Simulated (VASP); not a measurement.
# P (Cmce) in VASP: notebook

The runs below take P through single point, with PBE.

All numbers are computed with VASP 6.6.1; they aren't measurements. Logs are shortened: lines on timing, memory, paths and dates and some standing lists are left out, and cuts for length are marked.

## 1. The cell of the first run

Symmetry: Cmce, No. 64, orthorhombic system. Conventional cell: a = 3.407 Å, b = 11.522 Å, c = 4.662 Å, α = 90.00°, β = 90.00°, γ = 90.00°. Within 3.0 Å of P (site symmetry m) lie 3 P at 2.29 to 2.32 Å.

## 2. Single point, PBE (22.87 Å³/atom)

The input, INCAR:

```
  ALGO = Normal
  EDIFF = 1E-6
  ENCUT = 520
  GGA = PE
  ISIF = 2
  ISMEAR = -1
  LASPH = True
  LCHARG = False
  LREAL = False
  LWAVE = False
  NBANDS = 18
  NELM = 60
  PREC = Accurate
  SIGMA = 0.05
```

The input, KPOINTS:

```
k-points
0
Gamma
  9 9 7
```

The input, POSCAR:

```
P
1.0
    1.7032984281     -5.7610033928      0.0000000000
    1.7032984281      5.7610033928      0.0000000000
    0.0000000000      0.0000000000      4.6622744964
P
4
Direct
    0.0944674488      0.9055325512      0.9141610962
    0.5944674488      0.4055325512      0.5858389038
    0.9055325512      0.0944674488      0.0858389038
    0.4055325512      0.5944674488      0.4141610962
```

Potentials or basis: VASP PAW PBE potentials, release 64 (P).

On the command line:

```console
$ cat potpaw_PBE.64/P/POTCAR > POTCAR
$ mpirun -np 1 vasp_std > vasp.out
```

OUTCAR:

```text
EDIFF = 1E-6
   ENCUT = 520
   GGA = PE
   ISIF = 2
   ISMEAR = -1
   LASPH = True
   LREAL = False
   NELM = 60
   PREC = Accurate

 ion  position               nearest neighbor table
   1  0.094  0.906  0.914-   2 2.29   2 2.29   3 2.32
   2  0.594  0.406  0.586-   1 2.29   1 2.29   4 2.32
   3  0.906  0.094  0.086-   4 2.29   4 2.29   1 2.32
   4  0.406  0.594  0.414-   3 2.29   3 2.29   2 2.32

  LATTYP: Found a base centered orthorhombic cell.
 ALAT       =     3.4065968562
 B/A-ratio  =     3.3822630831
 C/A-ratio  =     1.3686017727

  Lattice vectors:

 A1 = (   1.7032984281,  -5.7610033928,   0.0000000000)
 A2 = (   1.7032984281,   5.7610033928,   0.0000000000)
 A3 = (   0.0000000000,   0.0000000000,   4.6622744964)

Analysis of symmetry for initial positions (statically):
=====================================================================
 Subroutine PRICEL returns:
 Original cell was already a primitive cell.

 Routine SETGRP: Setting up the symmetry group for a
 base centered orthorhombic supercell.

 Subroutine GETGRP returns: Found  8 space group operations
 (whereof  4 operations were pure point group operations)
 out of a pool of  8 trial point group operations.

The static configuration has the point symmetry C_2h.
 The point group associated with its full space group is D_2h.

Analysis of symmetry for dynamics (positions and initial velocities):
=====================================================================
 Subroutine PRICEL returns:
 Original cell was already a primitive cell.

 Routine SETGRP: Setting up the symmetry group for a
 base centered orthorhombic supercell.

 Subroutine GETGRP returns: Found  8 space group operations
 (whereof  4 operations were pure point group operations)
 out of a pool of  8 trial point group operations.

The dynamic configuration has the point symmetry C_2h.
 The point group associated with its full space group is D_2h.

 Subroutine INISYM returns: Found  8 space group operations
 (whereof  4 operations are pure point group operations),
 and found     1 'primitive' translations

----------------------------------------------------------------------------------------

                                     Primitive cell

  volume of cell :      91.4991

  direct lattice vectors                    reciprocal lattice vectors
     1.703298428 -5.761003393  0.000000000     0.293548090 -0.086790437  0.000000000
     1.703298428  5.761003393  0.000000000     0.293548090  0.086790437  0.000000000
     0.000000000  0.000000000  4.662274496     0.000000000  0.000000000  0.214487586

  length of vectors
     6.007527414  6.007527414  4.662274496     0.306109557  0.306109557  0.214487586

  position of ions in fractional coordinates (direct lattice)
     0.094467449  0.905532551  0.914161096
     0.594467449  0.405532551  0.585838904
     0.905532551  0.094467449  0.085838904
     0.405532551  0.594467449  0.414161096

  ion indices of the primitive-cell ions
   primitive index   ion index
                 1           1
                 2           2
                 3           3
                 4           4

----------------------------------------------------------------------------------------

 KPOINTS: k-points

Automatic generation of k-mesh.
 Grid dimensions read from file:
 generate k-points for:    9    9    7

 Generating k-lattice:

  Cartesian coordinates                     Fractional coordinates (reciprocal lattice)
     0.032616454 -0.009643382  0.000000000     0.111111111 -0.000000000  0.000000000
     0.032616454  0.009643382  0.000000000    -0.000000000  0.111111111  0.000000000
     0.000000000  0.000000000  0.030641084     0.000000000  0.000000000  0.142857143

  Length of vectors
     0.034012173  0.034012173  0.030641084

  Shift w.r.t. Gamma in fractional coordinates (k-lattice)
     0.000000000  0.000000000  0.000000000

 Subroutine IBZKPT returns following result:
 ===========================================

 Found    100 irreducible k-points:

 Following reciprocal coordinates:
            Coordinates               Weight
  0.000000  0.000000  0.000000      1.000000
  0.111111  0.000000  0.000000      4.000000
  0.222222 -0.000000  0.000000      4.000000
  0.333333 -0.000000  0.000000      4.000000
  0.444444 -0.000000  0.000000      4.000000
  0.111111  0.111111  0.000000      2.000000
[... 16 lines left out ...]
 -0.333333  0.333333  0.000000      2.000000
  0.444444  0.444444  0.000000      2.000000
 [... further k-points ...]
   k-points           NKPTS =    100   k-points in BZ     NKDIM =    100   number of bands    NBANDS=     18
   number of dos      NEDOS =    301   number of ions     NIONS =      4
   total plane-waves  NPLWV =  82944
   dimension x,y,z NGX =    48 NGY =   48 NGZ =   36
   dimension x,y,z NGXF=    96 NGYF=   96 NGZF=   72
   ions per type =               4
   NGX,Y,Z   is equivalent  to a cutoff of  13.28, 13.28, 12.84 a.u.
   NGXF,Y,Z  is equivalent  to a cutoff of  26.57, 26.57, 25.67 a.u.
 SYSTEM =  unknown system
   PREC   = accura    normal or accurate (medium, high low for compatibility)
   ISTART =      0    job   : 0-new  1-cont  2-samecut
   ICHARG =      2    charge: 1-file 2-atom 10-const
   ISPIN  =      1    spin polarized calculation?
   LNONCOLLINEAR =      F non collinear calculations
   LSORBIT =      F    spin-orbit coupling
   LASPH  =      T    aspherical Exc in radial PAW
   ENCUT  =  520.0 eV  38.22 Ry    6.18 a.u.  11.17 11.17  8.67*2*pi/ulx,y,z
   NELM   =     60;   NELMIN=  2; NELMDL= -5     # of ELM steps
   EDIFF  = 0.1E-05   stopping-criterion for ELM
   LREAL  =      F    real-space projection
   EDIFFG = 0.1E-04   stopping-criterion for IOM
   NSW    =      0    number of steps for IOM
   IBRION =     -1    ionic relax: 0-MD 1-quasi-New 2-CG
   NFREE  =      0    steps in history (QN), initial steepest desc. (CG)
   ISIF   =      2    stress and relaxation
   ISYM   =      2    0-nonsym 1-usesym 2-fastsym
   POTIM  = 0.5000    time-step for ionic-motion
   TEBEG  =    0.0;   TEEND  =   0.0 temperature during run
   PSTRESS=    0.0 pullay stress
   NELECT =      20.0000    total number of electrons
   NUPDOWN=      -1.0000    fix difference up-down
   EMIN   =  10.00;   EMAX   =-10.00  energy-range for DOS
   EFERMI =   0.00;   METHOD = LEGACY
   ISMEAR =    -1;   SIGMA  =   0.05  broadening in eV -4-tet -1-fermi 0-gaus
   EFERMI_NEDOS =   21; number of points for ismear=-14 and -15
   IALGO  =     38    algorithm
   IMIX   =      4    mixing-type and parameters
     AMIX     =   0.40;   BMIX     =  1.00
     AMIX_MAG =   1.60;   BMIX_MAG =  1.00
  volume/ion in A,a.u.               =      22.87       154.37
  Fermi-wavevector in a.u.,A,eV,Ry     =   0.986157  1.863566 13.231734  0.972505
  Thomas-Fermi vector in A             =   2.117517
   LORBIT       =      0    0 simple, 1 ext, 2 COOP (PROOUT), +10 PAW based schemes
   GGA     = PE    functional components
   LHFCALC =     F    Hartree Fock is set to
   AEXX    =    0.0000 exact exchange contribution
   IVDW    =     0    specifies the selected vdW correction
   LEPSILON=     F    determine dielectric tensor
   LRPA    =     F    only Hartree local field effects (RPA)
 non-spin polarized calculation
  energy-cutoff  :      520.00
  volume of cell :       91.50
 maximum number of plane-waves:      2483
 NGX is ok and might be reduce to    48
   NGX = 23   NGY = 23   NGZ = 17

 number of electron      20.0000001 magnetization

 Free energy of the ion-electron system (eV)
  ---------------------------------------------------
  ext. energy  EPLUGINS =         0.00000000
  ---------------------------------------------------
  free energy    TOTEN  =       -21.39200997 eV

  energy without entropy =      -21.39192056  energy(sigma->0) =      -21.39196527

 E-fermi :   4.6936     XC(G=0):  -8.9366

 val. band max:        4.4986855723   @ k =  -0.4444   0.4444   0.0000
 cond. band min:       4.8975561846   @ k =  -0.4444   0.4444   0.0000
 fundamental gap:      0.3988706123
 Fermi energy:         4.6936244879

 k-point     1 :       0.0000    0.0000    0.0000
  band No.  band energies     occupation
      1     -10.2091      2.00000
      2      -7.7497      2.00000
      3      -4.7697      2.00000
      4      -1.3923      2.00000
      5      -0.5766      2.00000
      6       0.2732      2.00000
[... 10 lines left out ...]
     17      11.4569      0.00000
     18      11.8240      0.00000

 k-point     2 :       0.1111    0.0000    0.0000
  band No.  band energies     occupation
      1     -10.0708      2.00000
      2      -7.6145      2.00000
      3      -4.8479      2.00000
      4      -1.2711      2.00000
      5      -0.8176      2.00000
      6       0.3689      2.00000
[... 10 lines left out ...]
     17      10.8380      0.00000
     18      11.3330      0.00000

 k-point     3 :       0.2222   -0.0000    0.0000
  band No.  band energies     occupation
      1      -9.6600      2.00000
      2      -7.2097      2.00000
      3      -5.2022      2.00000
      4      -1.7394      2.00000
      5      -0.9295      2.00000
      6      -0.5176      2.00000
[... 10 lines left out ...]
     17       9.7905      0.00000
     18      11.1946      0.00000

 k-point     4 :       0.3333   -0.0000    0.0000
  band No.  band energies     occupation
      1      -8.9913      2.00000
      2      -6.5388      2.00000
      3      -5.9894      2.00000
      4      -3.0983      2.00000
      5      -0.7977      2.00000
      6      -0.4725      2.00000
[... 375 lines left out ...]
      4      -1.0124      2.00000
      5      -0.8458      2.00000
      6      -0.0081      2.00000
[... 10 lines left out ...]
     17       9.9645      0.00000
     18      10.9460      0.00000

 k-point    23 :      -0.3333    0.3333    0.0000
  band No.  band energies     occupation
      1     -10.1392      2.00000
      2      -7.9175      2.00000
      3      -4.7272      2.00000
      4      -1.0386      2.00000
      5      -0.8312      2.00000
      6      -0.0327      2.00000
[... 10 lines left out ...]
     17      10.0230      0.00000
     18      11.0201      0.00000

 k-point    24 :       0.4444    0.4444    0.0000
  band No.  band energies     occupation
      1      -9.9790      2.00000
      2      -7.8313      2.00000
      3      -4.8040      2.00000
      4      -1.0376      2.00000
      5      -0.7478      2.00000
      6      -0.1092      2.00000
[... 10 lines left out ...]
     17      10.1444      0.00000
     18      10.9541      0.00000

 [... further k-points ...]

------------------------ aborting loop because EDIFF is reached ----------------------------------------

  FORCE on cell =-STRESS in cart. coord.  units (eV):
  Direction    XX          YY          ZZ          XY          YZ          ZX
  --------------------------------------------------------------------------------------
  -------------------------------------------------------------------------------------
  Total       -3.4868172     -2.1191927     -2.6176223      0.0000000     -0.0000000      0.0000000
  in kB      -61.0552551    -37.1077239    -45.8353810      0.0000000     -0.0000000      0.0000000
  external PRESSURE =     -47.9994533 kB  Pullay stress =       0.0000000 kB

 VOLUME and BASIS-vectors are now :
 -----------------------------------------------------------------------------
  energy-cutoff  :      520.00
  volume of cell :       91.50
      direct lattice vectors                 reciprocal lattice vectors
     1.703298428 -5.761003393  0.000000000     0.293548090 -0.086790437  0.000000000
     1.703298428  5.761003393  0.000000000     0.293548090  0.086790437  0.000000000
     0.000000000  0.000000000  4.662274496     0.000000000  0.000000000  0.214487586

 POSITION                                       TOTAL-FORCE (eV/Angst)
 -----------------------------------------------------------------------------------
      1.70330      4.67255      4.26207         0.000000      0.460518     -0.400103
      1.70330     -1.08845      2.73134         0.000000      0.460518      0.400103
      1.70330     -4.67255      0.40020         0.000000     -0.460518      0.400103
      1.70330      1.08845      1.93093         0.000000     -0.460518     -0.400103
 -----------------------------------------------------------------------------------
    total drift:                               -0.000000     -0.000000      0.000000

  FREE ENERGIE OF THE ION-ELECTRON SYSTEM (eV)
  ---------------------------------------------------
  free  energy   TOTEN  =       -21.3920099735 eV

  energy  without entropy=      -21.3919205628  energy(sigma->0) =      -21.39196527
```

It took 6.8 min on 1 thread of Intel Xeon 8259CL, shared host; peak memory 0.32 GiB.

What came out:

| Item | Value |
| --- | --- |
| Free energy | -21.3920 eV |
| Pressure | -4.8 GPa |
| Largest force | 0.610 eV/Å |
| Band gap on the k mesh | 0.40 eV |

Forces in eV/Å, atoms in the order of the input:
```
P    0.000  0.461 -0.400
P    0.000  0.461  0.400
P    0.000 -0.461  0.400
P    0.000 -0.461 -0.400
```

Levels at points of the mesh, in eV from the valence-band top:
```tsv
k point	band 6	band 7	band 8	band 9	band 10	band 11	band 12	band 13	band 14	band 15
(0.00, 0.00, 0.00)	-4.23	-3.49	-2.25	-2.09	-0.82	0.95	1.36	2.04	2.81	5.08
```

Caveat: the cell stands under tension. A k mesh can miss the band edges.

## 3. Single point, PBE (23.72 Å³/atom)

This run uses another cell than the first one, of 23.72 Å³/atom.

The input, INCAR:

```
SYSTEM = P
  ALGO = Normal
  EDIFF = 1E-6
  ENCUT = 520
  GGA = PE
  ISIF = 2
  ISMEAR = -1
  LASPH = .True.
  LCHARG = .False.
  LREAL = .False.
  LWAVE = .False.
  NBANDS = 18
  NELM = 100
  PREC = Accurate
  SIGMA = 0.05
```

The input, KPOINTS:

```
k-points
0
Gamma
  9 9 7
  0 0 0
```

The input, POSCAR:

```
P
1.0
    1.7240724076     -5.8312664565      0.0000000000
    1.7240724076      5.8312664565      0.0000000000
    0.0000000000      0.0000000000      4.7191371066
P
4
Direct
    0.0944674488      0.9055325512      0.9141610962
    0.5944674488      0.4055325512      0.5858389038
    0.9055325512      0.0944674488      0.0858389038
    0.4055325512      0.5944674488      0.4141610962
```

Potentials or basis: VASP PAW PBE potentials, release 64 (P).

On the command line:

```console
$ cat potpaw_PBE.64/P/POTCAR > POTCAR
$ mpirun -np 1 vasp_std > vasp.out
```

It took 4.4 min on 1 thread of Intel Xeon 8259CL, shared host; peak memory 0.33 GiB.

The run converged. Its results:

| Item | Value |
| --- | --- |
| Free energy | -21.2734 eV |
| Pressure | -6.4 GPa |
| Largest force | 0.837 eV/Å |
| Band gap on the k mesh | 0.47 eV |

Forces on the atoms (eV/Å):
```
P    0.000  0.638 -0.543
P    0.000  0.638  0.543
P    0.000 -0.638  0.543
P    0.000 -0.638 -0.543
```

Stress tensor (GPa, compression positive):
```
-8.02  0.00  0.00
 0.00 -5.03  0.00
 0.00  0.00 -6.14
```

Levels at points of the mesh, in eV from the valence-band top:
| k point | band 7 | band 8 | band 9 | band 10 | band 11 | band 12 | band 13 | band 14 |
| --- | --- | --- | --- | --- | --- | --- | --- | --- |
| (0.00, 0.00, 0.00) | -3.33 | -2.10 | -1.99 | -0.75 | 1.01 | 1.44 | 2.02 | 2.77 |

Caveat: the cell stands under tension.

[end of part 1 of 2]
